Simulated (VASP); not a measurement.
Here is a VASP 6.6.1 calculation.

The input INCAR:

```
SYSTEM = Mg4H
  PREC = Accurate
  ENCUT = 520
  EDIFF = 1E-6
  ISMEAR = 0
  SIGMA = 0.1
  LREAL = .FALSE.
  LASPH = .TRUE.
  NELM = 80
  ALGO = Normal
  ISIF = 2
  LWAVE = .FALSE.
  LCHARG = .FALSE.
  LDIPOL = .TRUE.
  IDIPOL = 3
  DIPOL = 0.5 0.5 0.300
  GGA = PE
  NBANDS = 20
```

Contents of KPOINTS:

```
regular mesh
0
G
  4 5 1
  0 0 0
```

POSCAR

```
Mg4H
1.0
    6.4201385733      0.0000000000      0.0000000000
    0.0000000000      5.1379129567      0.0000000000
    0.0000000000      0.0000000000     21.6644777330
Mg H
8 2
Direct
    0.0000000000      0.7500000000      0.1846340378
    0.5000000000      0.7500000000      0.1846340378
    0.2500000000      0.2500000000      0.2274076137
    0.7500000000      0.2500000000      0.2274076137
    0.2500000000      0.7500000000      0.3173234500
    0.7500000000      0.7500000000      0.3173234500
    0.0000000000      0.2500000000      0.3537808678
    0.5000000000      0.2500000000      0.3537808678
    0.5759383365      0.0833333333      0.4188643661
    0.9240616635      0.0833333333      0.4188643661
```

Potentials or basis: VASP PAW PBE potentials, release 64 (Mg, H).

Command:

```console
$ cat potpaw_PBE.64/Mg/POTCAR potpaw_PBE.64/H/POTCAR > POTCAR
$ mpirun -np 1 vasp_std > vasp.out
```

Q: Predict the largest force.

A: 0.458 eV/Å.

Q: What does it give for the band gap on the k mesh?

A: Zero (band 9 reaches -1.82 eV, above the bottom of band 10 at -2.84 eV).

Forces in eV/Å, atoms in the order of the input:
```
Mg  -0.011  0.071  0.225
Mg   0.011  0.071  0.225
Mg   0.000 -0.129 -0.043
Mg   0.000 -0.058 -0.101
Mg   0.000  0.014 -0.106
Mg   0.000  0.208  0.137
Mg   0.191  0.331 -0.235
Mg  -0.191  0.331 -0.235
H   -0.173 -0.419  0.068
H    0.173 -0.419  0.068
```
